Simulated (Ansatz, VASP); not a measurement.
Two plane-wave programs on Br

Contents of INCAR:

```
ALGO     = Normal         # electronic algorithm
EDIFF    = 1E-6           # SCF threshold, eV
EDIFFG   = -0.005         # ionic threshold
ENCUT    = 520            # plane-wave cutoff, eV
GGA      = PE             # functional
IBRION   = 2              # ionic algorithm
ISIF     = 2              # what is computed and relaxed
ISMEAR   = 0              # smearing method
LASPH    = True           # aspherical terms in the spheres
LCHARG   = False          # write CHGCAR
LREAL    = False          # projectors in reciprocal space
LWAVE    = False          # write WAVECAR
NELM     = 60             # most SCF steps
NSW      = 60             # ionic steps
PREC     = Accurate       # precision mode
SIGMA    = 0.01           # smearing width, eV
```

KPOINTS

```
k-points
0
Gamma
  1 1 1
```

The input POSCAR:

```
Br
1.0
   13.0000000000      0.0000000000      0.0000000000
    0.0000000000     13.3000000000      0.0000000000
    0.0000000000      0.0000000000     13.6000000000
Br
2
Direct
    0.4111538462      0.5000000000      0.5000000000
    0.5888461538      0.5000000000      0.5000000000
```

Input for Ansatz:

```yaml
crystal:
  lattice:
    - [13.0, 0.0, 0.0]
    - [0.0, 13.3, 0.0]
    - [0.0, 0.0, 13.6]
  atoms:
    - { symbol: Br, position: [0.4111538462, 0.5, 0.5] }
    - { symbol: Br, position: [0.5888461538, 0.5, 0.5] }
basis:
  ecutwfc: 420
kpoints:
  mp_grid: { grid: [1, 1, 1] }
hamiltonian:
  xc: pbe
scf:
  occupations: { method: gaussian, width: 0.01 }
output:
  forces: true
  stress: true
  eigenvalues: true
relax:
  adjacent_minimum: "off"
  f_tol: 0.005
  max_steps: 40
```

Alike in both runs: task relaxation of the atoms; functional PBE; k mesh 1 × 1 × 1; occupations gaussian, width 0.01 eV; no spin polarisation.

```csv
,VASP,Ansatz
version,VASP 6.6.1,Ansatz 0.2.0
potentials or method,"VASP PAW PBE potentials, release 64 (Br), cutoff 520 eV","scalar-relativistic, plane waves, PAW"
valence electrons in the cell,14,14
```

|  | VASP | Ansatz | Ansatz less VASP |
| --- | --- | --- | --- |
| gap on the k mesh at the Fermi level, each at its own relaxed structure (eV) | 2.21 | 2.21 | +0.002 |

Ansatz's warnings: stress scf threshold loose.
